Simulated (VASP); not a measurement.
# MgO (P6_3mc) in VASP: notebook

Runs on MgO. Level: PBE. Tasks: single point, relaxation of cell and atoms.

Everything below comes from runs of VASP 6.6.1. Logs are shortened: lines on timing, memory, paths and dates and some standing lists are left out, and cuts for length are marked.

### Step 1. The cell of the first run

Symmetry: P6_3mc, No. 186, hexagonal system. Conventional cell: a = 3.315 Å, b = 3.315 Å, c = 5.122 Å, α = 90.00°, β = 90.00°, γ = 120.00°. Mg (site symmetry 3m) has 4 O at 1.99 to 2.01 Å within 2.6 Å. O (site symmetry 3m) has 4 Mg at 1.99 to 2.01 Å within 2.6 Å.

### Step 2. Single point, PBE

File INCAR:

```
  PREC = Accurate
  ENCUT = 520
  EDIFF = 1E-7
  ISMEAR = 0
  SIGMA = 0.02
  LREAL = False
  LASPH = True
  NELM = 100
  ALGO = Normal
  ISIF = 2
  LWAVE = False
  LCHARG = False
  GGA = PE
  NBANDS = 16
```

File KPOINTS:

```
Automatic mesh
0
Gamma
  9 9 6
```

File POSCAR:

```
MgO
1.0
    3.3152851939      0.0000000000      0.0000000000
   -1.6576425970      2.8711211987      0.0000000000
    0.0000000000      0.0000000000      5.1215480317
Mg O
2 2
Direct
    0.3333333333      0.6666666667      0.0063188310
    0.6666666667      0.3333333333      0.5063188310
    0.3333333333      0.6666666667      0.3982811690
    0.6666666667      0.3333333333      0.8982811690
```

Potentials or basis: VASP PAW PBE potentials, release 64 (Mg, O).

Started as:

```console
> cat potpaw_PBE.64/Mg/POTCAR potpaw_PBE.64/O/POTCAR > POTCAR
> mpirun -np 1 vasp_std > vasp.out
```

OUTCAR:

```text
PREC = Accurate
   ENCUT = 520
   EDIFF = 1E-7
   ISMEAR = 0
   LREAL = False
   LASPH = True
   NELM = 100
   ISIF = 2
   GGA = PE

 ion  position               nearest neighbor table
   1  0.333  0.667  0.006-   4 1.99   4 1.99   4 1.99   3 2.01   2 3.20   2 3.20   2 3.20   2 3.20
                             2 3.20   2 3.20
   2  0.667  0.333  0.506-   3 1.99   3 1.99   3 1.99   4 2.01   1 3.20   1 3.20   1 3.20   1 3.20
                             1 3.20   1 3.20
   3  0.333  0.667  0.398-   2 1.99   2 1.99   2 1.99   1 2.01
   4  0.667  0.333  0.898-   1 1.99   1 1.99   1 1.99   2 2.01

  LATTYP: Found a hexagonal cell.
 ALAT       =     3.3152851939
 C/A-ratio  =     1.5448287952

  Lattice vectors:

 A1 = (   3.3152851939,   0.0000000000,   0.0000000000)
 A2 = (  -1.6576425970,   2.8711211987,   0.0000000000)
 A3 = (   0.0000000000,   0.0000000000,   5.1215480317)

Analysis of symmetry for initial positions (statically):
=====================================================================
 Subroutine PRICEL returns:
 Original cell was already a primitive cell.

 Routine SETGRP: Setting up the symmetry group for a
 hexagonal supercell.

 Subroutine GETGRP returns: Found 12 space group operations
 (whereof  6 operations were pure point group operations)
 out of a pool of 24 trial point group operations.

The static configuration has the point symmetry C_3v.
 The point group associated with its full space group is C_6v.

Analysis of symmetry for dynamics (positions and initial velocities):
=====================================================================
 Subroutine PRICEL returns:
 Original cell was already a primitive cell.

 Routine SETGRP: Setting up the symmetry group for a
 hexagonal supercell.

 Subroutine GETGRP returns: Found 12 space group operations
 (whereof  6 operations were pure point group operations)
 out of a pool of 24 trial point group operations.

The dynamic configuration has the point symmetry C_3v.
 The point group associated with its full space group is C_6v.

 Subroutine INISYM returns: Found 12 space group operations
 (whereof  6 operations are pure point group operations),
 and found     1 'primitive' translations

----------------------------------------------------------------------------------------

                                     Primitive cell

  volume of cell :      48.7499

  direct lattice vectors                    reciprocal lattice vectors
     3.315285194  0.000000000  0.000000000     0.301633175  0.174147995  0.000000000
    -1.657642597  2.871121199  0.000000000     0.000000000  0.348295990  0.000000000
     0.000000000  0.000000000  5.121548032     0.000000000  0.000000000  0.195253465

  length of vectors
     3.315285194  3.315285194  5.121548032     0.348295990  0.348295990  0.195253465

  position of ions in fractional coordinates (direct lattice)
     0.333333333  0.666666667  0.006318831
     0.666666667  0.333333333  0.506318831
     0.333333333  0.666666667  0.398281169
     0.666666667  0.333333333  0.898281169

  ion indices of the primitive-cell ions
   primitive index   ion index
                 1           1
                 2           2
                 3           3
                 4           4

----------------------------------------------------------------------------------------

 KPOINTS: Automatic mesh

Automatic generation of k-mesh.
 Grid dimensions read from file:
 generate k-points for:    9    9    6

 Generating k-lattice:

  Cartesian coordinates                     Fractional coordinates (reciprocal lattice)
     0.033514797  0.019349777  0.000000000     0.111111111  0.000000000  0.000000000
     0.000000000  0.038699554  0.000000000     0.000000000  0.111111111  0.000000000
     0.000000000  0.000000000  0.032542244     0.000000000  0.000000000  0.166666667

  Length of vectors
     0.038699554  0.038699554  0.032542244

  Shift w.r.t. Gamma in fractional coordinates (k-lattice)
     0.000000000  0.000000000  0.000000000

 Subroutine IBZKPT returns following result:
 ===========================================

 Found     48 irreducible k-points:

 Following reciprocal coordinates:
            Coordinates               Weight
  0.000000  0.000000  0.000000      1.000000
  0.111111  0.000000  0.000000      6.000000
  0.222222 -0.000000  0.000000      6.000000
  0.333333  0.000000  0.000000      6.000000
  0.444444 -0.000000  0.000000      6.000000
  0.111111  0.111111  0.000000      6.000000
[... 16 lines left out ...]
  0.333333  0.222222  0.166667     24.000000
  0.333333  0.333333  0.166667      4.000000
 [... further k-points ...]
   k-points           NKPTS =     48   k-points in BZ     NKDIM =     48   number of bands    NBANDS=     16
   number of dos      NEDOS =    301   number of ions     NIONS =      4
   total plane-waves  NPLWV =  31360
   dimension x,y,z NGX =    28 NGY =   28 NGZ =   40
   dimension x,y,z NGXF=    56 NGYF=   56 NGZF=   80
   ions per type =               2   2
   NGX,Y,Z   is equivalent  to a cutoff of  14.04, 14.04, 12.98 a.u.
   NGXF,Y,Z  is equivalent  to a cutoff of  28.08, 28.08, 25.97 a.u.
 SYSTEM =  unknown system
   PREC   = accura    normal or accurate (medium, high low for compatibility)
   ISTART =      0    job   : 0-new  1-cont  2-samecut
   ICHARG =      2    charge: 1-file 2-atom 10-const
   ISPIN  =      1    spin polarized calculation?
   LNONCOLLINEAR =      F non collinear calculations
   LSORBIT =      F    spin-orbit coupling
   LASPH  =      T    aspherical Exc in radial PAW
   ENCUT  =  520.0 eV  38.22 Ry    6.18 a.u.   6.16  6.16  9.52*2*pi/ulx,y,z
   NELM   =    100;   NELMIN=  2; NELMDL= -5     # of ELM steps
   EDIFF  = 0.1E-06   stopping-criterion for ELM
   LREAL  =      F    real-space projection
   EDIFFG = 0.1E-05   stopping-criterion for IOM
   NSW    =      0    number of steps for IOM
   IBRION =     -1    ionic relax: 0-MD 1-quasi-New 2-CG
   NFREE  =      0    steps in history (QN), initial steepest desc. (CG)
   ISIF   =      2    stress and relaxation
   ISYM   =      2    0-nonsym 1-usesym 2-fastsym
   POTIM  = 0.5000    time-step for ionic-motion
   TEBEG  =    0.0;   TEEND  =   0.0 temperature during run
   PSTRESS=    0.0 pullay stress
   NELECT =      16.0000    total number of electrons
   NUPDOWN=      -1.0000    fix difference up-down
   EMIN   =  10.00;   EMAX   =-10.00  energy-range for DOS
   EFERMI =   0.00;   METHOD = LEGACY
   ISMEAR =     0;   SIGMA  =   0.02  broadening in eV -4-tet -1-fermi 0-gaus
   EFERMI_NEDOS =   21; number of points for ismear=-14 and -15
   IALGO  =     38    algorithm
   IMIX   =      4    mixing-type and parameters
     AMIX     =   0.40;   BMIX     =  1.00
     AMIX_MAG =   1.60;   BMIX_MAG =  1.00
  volume/ion in A,a.u.               =      12.19        82.25
  Fermi-wavevector in a.u.,A,eV,Ry     =   1.129250  2.133974 17.350239  1.275207
  Thomas-Fermi vector in A             =   2.265943
   LORBIT       =      0    0 simple, 1 ext, 2 COOP (PROOUT), +10 PAW based schemes
   GGA     = PE    functional components
   LHFCALC =     F    Hartree Fock is set to
   AEXX    =    0.0000 exact exchange contribution
   IVDW    =     0    specifies the selected vdW correction
   LEPSILON=     F    determine dielectric tensor
   LRPA    =     F    only Hartree local field effects (RPA)
 non-spin polarized calculation
 Gauss-broadening in eV      SIGMA  =   0.02
  energy-cutoff  :      520.00
  volume of cell :       48.75
 maximum number of plane-waves:      1339
 NGX is ok and might be reduce to    28

 number of electron      16.0000002 magnetization

 Free energy of the ion-electron system (eV)
  ---------------------------------------------------
  ext. energy  EPLUGINS =         0.00000000
  ---------------------------------------------------
  free energy    TOTEN  =       -23.53493702 eV

  energy without entropy =      -23.53493702  energy(sigma->0) =      -23.53493702

 E-fermi :   0.9700     XC(G=0):  -9.6040

 val. band max:        0.8826183796   @ k =   0.0000   0.0000   0.0000
 cond. band min:       4.2738517213   @ k =   0.0000   0.0000   0.0000
 fundamental gap:      3.3912333416
 Fermi energy:         0.9699804308

 k-point     1 :       0.0000    0.0000    0.0000
  band No.  band energies     occupation
      1     -15.1908      2.00000
      2     -14.4713      2.00000
      3      -2.2485      2.00000
      4       0.2814      2.00000
      5       0.2814      2.00000
      6       0.5749      2.00000
[... 8 lines left out ...]
     15      17.2563      0.00000
     16      17.2563      0.00000

 k-point     2 :       0.1111    0.0000    0.0000
  band No.  band energies     occupation
      1     -15.1320      2.00000
      2     -14.4496      2.00000
      3      -2.1291      2.00000
      4      -0.0282      2.00000
      5       0.2023      2.00000
      6       0.2038      2.00000
[... 8 lines left out ...]
     15      16.9284      0.00000
     16      17.2652      0.00000

 k-point     3 :       0.2222   -0.0000    0.0000
  band No.  band energies     occupation
      1     -14.9749      2.00000
      2     -14.3995      2.00000
      3      -1.7931      2.00000
      4      -0.8297      2.00000
      5      -0.3601      2.00000
      6       0.0343      2.00000
[... 8 lines left out ...]
     15      15.7433      0.00000
     16      16.2807      0.00000

 k-point     4 :       0.3333    0.0000    0.0000
  band No.  band energies     occupation
      1     -14.7727      2.00000
      2     -14.3587      2.00000
      3      -1.5817      2.00000
      4      -1.3022      2.00000
      5      -0.8669      2.00000
      6      -0.1293      2.00000
[... 8 lines left out ...]
     15      15.2477      0.00000
     16      16.4145      0.00000
[... 324 lines left out ...]
 k-point    22 :       0.2222    0.2222    0.1667
  band No.  band energies     occupation
      1     -14.6509      2.00000
      2     -14.3709      2.00000
      3      -1.5955      2.00000
      4      -1.4494      2.00000
      5      -0.5347      2.00000
      6      -0.4387      2.00000
[... 8 lines left out ...]
     15      14.4863      0.00000
     16      17.1424      0.00000

 k-point    23 :       0.3333    0.2222    0.1667
  band No.  band energies     occupation
      1     -14.5161      2.00000
      2     -14.3787      2.00000
      3      -1.7791      2.00000
      4      -1.2900      2.00000
      5      -0.8513      2.00000
      6      -0.2775      2.00000
[... 8 lines left out ...]
     15      14.2878      0.00000
     16      17.0753      0.00000

 k-point    24 :       0.3333    0.3333    0.1667
  band No.  band energies     occupation
      1     -14.4256      2.00000
      2     -14.4256      2.00000
      3      -1.6083      2.00000
      4      -1.1699      2.00000
      5      -1.1699      2.00000
      6      -0.4496      2.00000
[... 8 lines left out ...]
     15      14.2495      0.00000
     16      17.9079      0.00000

 [... further k-points ...]
[... 5 lines left out ...]
  --------------------------------------------------------------------------------------
  -------------------------------------------------------------------------------------
  Total       -0.1390546     -0.1390546     -0.1331031      0.0000000      0.0000000      0.0000000
  in kB       -4.5700651     -4.5700651     -4.3744654      0.0000000      0.0000000      0.0000000
  external PRESSURE =      -4.5048652 kB  Pullay stress =       0.0000000 kB

 VOLUME and BASIS-vectors are now :
 -----------------------------------------------------------------------------
  energy-cutoff  :      520.00
  volume of cell :       48.75
      direct lattice vectors                 reciprocal lattice vectors
     3.315285194  0.000000000  0.000000000     0.301633175  0.174147995  0.000000000
    -1.657642597  2.871121199  0.000000000     0.000000000  0.348295990  0.000000000
     0.000000000  0.000000000  5.121548032     0.000000000  0.000000000  0.195253465

 POSITION                                       TOTAL-FORCE (eV/Angst)
 -----------------------------------------------------------------------------------
     -0.00000      1.91408      0.03236         0.000000     -0.000000      0.001783
      1.65764      0.95704      2.59314         0.000000      0.000000      0.001783
     -0.00000      1.91408      2.03982         0.000000     -0.000000     -0.001783
      1.65764      0.95704      4.60059        -0.000000      0.000000     -0.001783
 -----------------------------------------------------------------------------------
    total drift:                               -0.000000     -0.000000     -0.001408

  FREE ENERGIE OF THE ION-ELECTRON SYSTEM (eV)
  ---------------------------------------------------
  free  energy   TOTEN  =       -23.5349370180 eV

  energy  without entropy=      -23.5349370180  energy(sigma->0) =      -23.53493702
```

Run time: 20 s. Hardware: 1 thread of AMD EPYC 9R45 (Zen 5), shared host; peak memory 0.16 GiB.

Results:

```
Free energy            : -23.5349 eV
Pressure               : -0.5 GPa
Band gap on the k mesh : 3.39 eV, direct
```

### Step 3. Single point, PBE

This run uses another cell than the first one: it holds 8 atoms, not 4.

File INCAR:

```
SYSTEM = MgO
PREC = Accurate ; ENCUT = 520
EDIFF = 1E-7 ; ISMEAR = 0
SIGMA = 0.05 ; LREAL = .FALSE.
LASPH = .TRUE. ; NELM = 80
ALGO = Normal ; ISIF = 2
LWAVE = .FALSE. ; LCHARG = .TRUE.
GGA = PE ; LELF = .TRUE.
LVHAR = .TRUE. ; NBANDS = 26
```

File KPOINTS:

```
Automatic mesh
0
G
  9 9 4
  0 0 0
```

File POSCAR:

```
MgO
1.0
    3.3152851939      0.0000000000      0.0000000000
   -1.6576425970      2.8711211987      0.0000000000
    0.0000000000      0.0000000000     10.2430960635
Mg O
4 4
Direct
    0.3333333333      0.6666666667      0.0031594155
    0.3333333333      0.6666666667      0.5031594155
    0.6666666667      0.3333333333      0.2531594155
    0.6666666667      0.3333333333      0.7531594155
    0.3333333333      0.6666666667      0.1991405845
    0.3333333333      0.6666666667      0.6991405845
    0.6666666667      0.3333333333      0.4491405845
    0.6666666667      0.3333333333      0.9491405845
```

Potentials or basis: VASP PAW PBE potentials, release 64 (Mg, O).

Started as:

```console
> cat potpaw_PBE.64/Mg/POTCAR potpaw_PBE.64/O/POTCAR > POTCAR
> mpirun -np 1 vasp_std > vasp.out
```

Run time: 55 s. Hardware: 1 thread of AMD EPYC 9R45 (Zen 5), shared host; peak memory 0.24 GiB.

It converged, with:

* Free energy: -47.0699 eV
* Pressure: -0.4 GPa
* Band gap on the k mesh: 3.39 eV

Levels at points of the mesh, in eV from the valence-band top:
```csv
k point,band 12,band 13,band 14,band 15,band 16,band 17,band 18,band 19,band 20,band 21
"(0.00, 0.00, 0.00)",-0.46,-0.46,-0.31,-0.31,0.00,3.39,5.83,5.83,8.35,10.02
"(0.00, 0.00, 0.50)",-0.56,-0.35,-0.35,-0.35,-0.35,4.25,4.25,7.40,7.40,11.03
```

(Part 1 of 2 ends here.)
